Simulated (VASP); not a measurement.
# KGeO3 (Pm-3m) in VASP: further runs, part 2 of 2

VASP 6.6.1. The steps go on from the part before.

### 4 Single point, LDA

Contents of INCAR:

```
PREC     = Accurate       # precision mode
ENCUT    = 520            # plane-wave cutoff, eV
EDIFF    = 1E-6           # SCF threshold, eV
ISMEAR   = 0              # smearing method
SIGMA    = 0.05           # smearing width, eV
LREAL    = False          # projectors in reciprocal space
LASPH    = True           # aspherical terms in the spheres
NELM     = 60             # most SCF steps
ALGO     = Normal         # electronic algorithm
ISIF     = 2              # what is computed and relaxed
LWAVE    = False          # write WAVECAR
LCHARG   = True           # write CHGCAR
GGA      = CA             # functional
LELF     = True           # ELF
LVHAR    = True         
NBANDS   = 28             # bands
```

Contents of KPOINTS:

```
regular mesh
0
Gamma
  4 4 4
```

Contents of POSCAR:

```
KGeO3
1.0
    3.7684134206      0.0000000000      0.0000000000
    0.0000000000      3.7684134206      0.0000000000
    0.0000000000      0.0000000000      3.7684134206
K Ge O
1 1 3
Direct
    0.0000000000      0.0000000000      0.0000000000
    0.5000000000      0.5000000000      0.5000000000
    0.5000000000      0.5000000000      0.0000000000
    0.0000000000      0.5000000000      0.5000000000
    0.5000000000      0.0000000000      0.5000000000
```

Potentials or basis: VASP PAW LDA potentials, release 64 (K_sv, Ge_d, O).

The run is started by

```bash
$ cat potpaw_LDA.64/K_sv/POTCAR potpaw_LDA.64/Ge_d/POTCAR potpaw_LDA.64/O/POTCAR > POTCAR
$ mpirun -np 1 vasp_std > vasp.out
```

OUTCAR:

```text
PREC = Accurate
   ENCUT = 520
   EDIFF = 1E-6
   ISMEAR = 0
   LREAL = False
   LASPH = True
   NELM = 60
   ISIF = 2
   GGA = CA

 ion  position               nearest neighbor table
   1  0.000  0.000  0.000-   3 2.66   4 2.66   5 2.66   4 2.66   5 2.66   3 2.66   4 2.66   4 2.66
                             3 2.66   5 2.66   5 2.66   3 2.66   2 3.26   2 3.26   2 3.26   2 3.26
   2  0.500  0.500  0.500-   3 1.88   4 1.88   5 1.88   3 1.88   5 1.88   4 1.88   1 3.26   1 3.26
                             1 3.26   1 3.26   1 3.26   1 3.26   1 3.26   1 3.26
   3  0.500  0.500  0.000-   2 1.88   2 1.88   1 2.66   1 2.66   1 2.66   1 2.66
   4  0.000  0.500  0.500-   2 1.88   2 1.88   1 2.66   1 2.66   1 2.66   1 2.66
   5  0.500  0.000  0.500-   2 1.88   2 1.88   1 2.66   1 2.66   1 2.66   1 2.66

  LATTYP: Found a simple cubic cell.
 ALAT       =     3.7684134206

  Lattice vectors:

 A1 = (   3.7684134206,   0.0000000000,   0.0000000000)
 A2 = (   0.0000000000,   3.7684134206,   0.0000000000)
 A3 = (   0.0000000000,   0.0000000000,   3.7684134206)

Analysis of symmetry for initial positions (statically):
=====================================================================
 Subroutine PRICEL returns:
 Original cell was already a primitive cell.

 Routine SETGRP: Setting up the symmetry group for a
 simple cubic supercell.

 Subroutine GETGRP returns: Found 48 space group operations
 (whereof 48 operations were pure point group operations)
 out of a pool of 48 trial point group operations.

The static configuration has the point symmetry O_h .

Analysis of symmetry for dynamics (positions and initial velocities):
=====================================================================
 Subroutine PRICEL returns:
 Original cell was already a primitive cell.

 Routine SETGRP: Setting up the symmetry group for a
 simple cubic supercell.

 Subroutine GETGRP returns: Found 48 space group operations
 (whereof 48 operations were pure point group operations)
 out of a pool of 48 trial point group operations.

The dynamic configuration has the point symmetry O_h .

 Subroutine INISYM returns: Found 48 space group operations
 (whereof 48 operations are pure point group operations),
 and found     1 'primitive' translations

----------------------------------------------------------------------------------------

                                     Primitive cell

  volume of cell :      53.5150

  direct lattice vectors                    reciprocal lattice vectors
     3.768413421  0.000000000  0.000000000     0.265363666  0.000000000  0.000000000
     0.000000000  3.768413421  0.000000000     0.000000000  0.265363666  0.000000000
     0.000000000  0.000000000  3.768413421     0.000000000  0.000000000  0.265363666

  length of vectors
     3.768413421  3.768413421  3.768413421     0.265363666  0.265363666  0.265363666

  position of ions in fractional coordinates (direct lattice)
     0.000000000  0.000000000  0.000000000
     0.500000000  0.500000000  0.500000000
     0.500000000  0.500000000  0.000000000
     0.000000000  0.500000000  0.500000000
     0.500000000  0.000000000  0.500000000

  ion indices of the primitive-cell ions
   primitive index   ion index
                 1           1
                 2           2
                 3           3
                 4           4
                 5           5

----------------------------------------------------------------------------------------
[... 33 lines left out ...]
  0.250000  0.250000  0.250000      8.000000
  0.500000  0.250000  0.250000     12.000000
  0.500000  0.500000  0.250000      6.000000
  0.500000  0.500000  0.500000      1.000000
   k-points           NKPTS =     10   k-points in BZ     NKDIM =     10   number of bands    NBANDS=     28
   number of dos      NEDOS =    301   number of ions     NIONS =      5
   total plane-waves  NPLWV =  21952
   dimension x,y,z NGX =    28 NGY =   28 NGZ =   28
   dimension x,y,z NGXF=    56 NGYF=   56 NGZF=   56
   ions per type =               1   1   3
   NGX,Y,Z   is equivalent  to a cutoff of  12.35, 12.35, 12.35 a.u.
   NGXF,Y,Z  is equivalent  to a cutoff of  24.70, 24.70, 24.70 a.u.
 SYSTEM =  unknown system
   PREC   = accura    normal or accurate (medium, high low for compatibility)
   ISTART =      0    job   : 0-new  1-cont  2-samecut
   ICHARG =      2    charge: 1-file 2-atom 10-const
   ISPIN  =      1    spin polarized calculation?
   LNONCOLLINEAR =      F non collinear calculations
   LSORBIT =      F    spin-orbit coupling
   LASPH  =      T    aspherical Exc in radial PAW
   ENCUT  =  520.0 eV  38.22 Ry    6.18 a.u.   7.01  7.01  7.01*2*pi/ulx,y,z
   NELM   =     60;   NELMIN=  2; NELMDL= -5     # of ELM steps
   EDIFF  = 0.1E-05   stopping-criterion for ELM
   LREAL  =      F    real-space projection
   EDIFFG = 0.1E-04   stopping-criterion for IOM
   NSW    =      0    number of steps for IOM
   IBRION =     -1    ionic relax: 0-MD 1-quasi-New 2-CG
   NFREE  =      0    steps in history (QN), initial steepest desc. (CG)
   ISIF   =      2    stress and relaxation
   ISYM   =      2    0-nonsym 1-usesym 2-fastsym
   POTIM  = 0.5000    time-step for ionic-motion
   TEBEG  =    0.0;   TEEND  =   0.0 temperature during run
   PSTRESS=    0.0 pullay stress
   NELECT =      41.0000    total number of electrons
   NUPDOWN=      -1.0000    fix difference up-down
   EMIN   =  10.00;   EMAX   =-10.00  energy-range for DOS
   EFERMI =   0.00;   METHOD = LEGACY
   ISMEAR =     0;   SIGMA  =   0.05  broadening in eV -4-tet -1-fermi 0-gaus
   EFERMI_NEDOS =   21; number of points for ismear=-14 and -15
   IALGO  =     38    algorithm
   IMIX   =      4    mixing-type and parameters
     AMIX     =   0.40;   BMIX     =  1.00
     AMIX_MAG =   1.60;   BMIX_MAG =  1.00
  volume/ion in A,a.u.               =      10.70        72.23
  Fermi-wavevector in a.u.,A,eV,Ry     =   1.497997  2.830804 30.531401  2.243995
  Thomas-Fermi vector in A             =   2.609813
   LORBIT       =      0    0 simple, 1 ext, 2 COOP (PROOUT), +10 PAW based schemes
   GGA     = CA    functional components
   LHFCALC =     F    Hartree Fock is set to
   AEXX    =    0.0000 exact exchange contribution
   IVDW    =     0    specifies the selected vdW correction
   LEPSILON=     F    determine dielectric tensor
   LRPA    =     F    only Hartree local field effects (RPA)
 non-spin polarized calculation
 Gauss-broadening in eV      SIGMA  =   0.05
  energy-cutoff  :      520.00
  volume of cell :       53.52
 maximum number of plane-waves:      1472
   NGX = 15   NGY = 15   NGZ = 15

 number of electron      40.9999943 magnetization

 Free energy of the ion-electron system (eV)
  ---------------------------------------------------
  ext. energy  EPLUGINS =         0.00000000
  ---------------------------------------------------
  free energy    TOTEN  =       -30.32455307 eV

  energy without entropy =      -30.31443342  energy(sigma->0) =      -30.31949324

 E-fermi :   2.4440     XC(G=0): -12.1162

 val. band max:        2.4339395767   @ k =   0.5000   0.2500   0.0000
 cond. band min:       2.5686118486   @ k =   0.5000   0.2500   0.2500
 fundamental gap:      0.1346722719
 Fermi energy:         2.4440201348

 k-point     1 :       0.0000    0.0000    0.0000
  band No.  band energies     occupation
      1     -23.4223      2.00000
      2     -21.3718      2.00000
      3     -21.3718      2.00000
      4     -21.0423      2.00000
      5     -21.0423      2.00000
      6     -21.0423      2.00000
[... 299 lines left out ...]
     27      15.1930      0.00000
     28      15.3138      0.00000

------------------------ aborting loop because EDIFF is reached ----------------------------------------

  FORCE on cell =-STRESS in cart. coord.  units (eV):
  Direction    XX          YY          ZZ          XY          YZ          ZX
  --------------------------------------------------------------------------------------
  -------------------------------------------------------------------------------------
  Total        0.4148250      0.4148250      0.4148250      0.0000000      0.0000000      0.0000000
  in kB       12.4193803     12.4193803     12.4193803      0.0000000      0.0000000      0.0000000
  external PRESSURE =      12.4193803 kB  Pullay stress =       0.0000000 kB

 VOLUME and BASIS-vectors are now :
 -----------------------------------------------------------------------------
  energy-cutoff  :      520.00
  volume of cell :       53.52
      direct lattice vectors                 reciprocal lattice vectors
     3.768413421  0.000000000  0.000000000     0.265363666  0.000000000  0.000000000
     0.000000000  3.768413421  0.000000000     0.000000000  0.265363666  0.000000000
     0.000000000  0.000000000  3.768413421     0.000000000  0.000000000  0.265363666

 POSITION                                       TOTAL-FORCE (eV/Angst)
 -----------------------------------------------------------------------------------
      0.00000      0.00000      0.00000         0.000000      0.000000      0.000000
      1.88421      1.88421      1.88421         0.000000      0.000000      0.000000
      1.88421      1.88421      0.00000         0.000000      0.000000      0.000000
      0.00000      1.88421      1.88421         0.000000      0.000000      0.000000
      1.88421      0.00000      1.88421         0.000000      0.000000      0.000000
 -----------------------------------------------------------------------------------
    total drift:                                0.000000      0.000000      0.000000

  FREE ENERGIE OF THE ION-ELECTRON SYSTEM (eV)
  ---------------------------------------------------
  free  energy   TOTEN  =       -30.3245530656 eV

  energy  without entropy=      -30.3144334188  energy(sigma->0) =      -30.31949324
```

Wall time 11 s (1 thread of Intel Xeon Platinum 8375C at 2.90GHz (Ice Lake), shared host); peak memory 0.14 GiB.

Results:

```yaml
Free_energy: -30.3246 eV
Pressure: 1.2 GPa
```

Levels at points of the mesh, in eV from the Fermi level:
| k point | band 18 | band 19 | band 20 | band 21 | band 22 | band 23 | band 24 | band 25 |
| --- | --- | --- | --- | --- | --- | --- | --- | --- |
| (0.00, 0.00, 0.00) | -0.65 | -0.19 | -0.19 | -0.19 | 1.17 | 8.75 | 8.75 | 9.34 |
| (0.50, 0.00, 0.00) | -1.02 | -1.02 | -0.67 | -0.67 | 5.60 | 10.52 | 10.61 | 11.46 |
| (0.50, 0.50, 0.00) | -1.22 | -1.15 | -1.15 | 0.54 | 8.25 | 9.82 | 9.82 | 11.54 |
| (0.50, 0.50, 0.50) | -1.20 | 0.60 | 0.60 | 0.60 | 7.81 | 7.81 | 7.81 | 10.65 |

Caveat: the k points lie up to 0.42 Å⁻¹ apart; an odd number of electrons without spin polarisation forces a metal; a magnetic or distorted state may lie lower.

### 5 Overview

```tsv
task	cell	k mesh	cutoff (eV)	gap on the mesh (eV)	pressure (GPa)	relaxed volume (Å³/atom)
relaxation of cell and atoms	relaxed from a = 3.768 Å, 5 atoms	5 × 5 × 5	600	none	-0.4	10.77
relaxation of cell and atoms	relaxed from a = 4.200 Å, 5 atoms	4 × 4 × 4	600	none	-0.1	10.77
single point	a = 3.768 Å, 5 atoms	4 × 4 × 4	520	none	1.2	-
```

Alike in all rows: level LDA; potentials or basis VASP PAW LDA potentials, release 64 (K_sv, Ge_d, O); no spin polarisation; smearing gaussian 0.05 eV.

Caveats: some runs use coarse meshes; an odd number of electrons without spin polarisation forces a metal; a magnetic or distorted state may lie lower; the volume moved by over 15 % at a fixed basis, so the end points are rough (some runs).

Total energies depend on the potentials used, so only differences within one code and one set of settings carry meaning.
